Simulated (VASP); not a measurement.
FeGe, 2 atoms in the cell. The typed cell holds 2 atoms: a = 3.016 Å, b = 3.016 Å, c = 3.016 Å, α = 90.00°, β = 90.00°, γ = 90.00°. 

| Quantity | Value |
| --- | --- |
| Program | VASP 6.6.1 |
| Task | single point |
| Functional | r2SCAN |
| Potentials or basis | VASP PAW PBE potentials, release 64 (Fe, Ge_d) |
| Cutoff | 520 eV |
| k mesh | 3 × 3 × 3 |
| Occupations | gaussian, width 0.05 eV |
| Spin | collinear spin, ferromagnetic start |
| Starting moments | [2.0, 0.0] μB |
| Dipole correction | no |
| Further INCAR settings | ALGO = Normal; EDIFF = 1e-06; NBANDS = 22 |

Potentials or basis: VASP PAW PBE potentials, release 64 (Fe, Ge_d).

Launch:

```sh
$ cat potpaw_PBE.64/Fe/POTCAR potpaw_PBE.64/Ge_d/POTCAR > POTCAR
$ cp INCAR.step1 INCAR
$ mpirun -np 1 vasp_std > vasp.out
$ cp INCAR.step2 INCAR
$ mpirun -np 1 vasp_std > vasp.out
```

Hardware: 1 thread of Intel(R) Xeon(R) 6975P-C (Granite Rapids), with other jobs on the host.

How long does it take, and how much memory?

Run time: 27 s on 1 thread of Intel(R) Xeon(R) 6975P-C (Granite Rapids), with other jobs on the host, peak memory 0.16 GiB. Counts: k points 14.
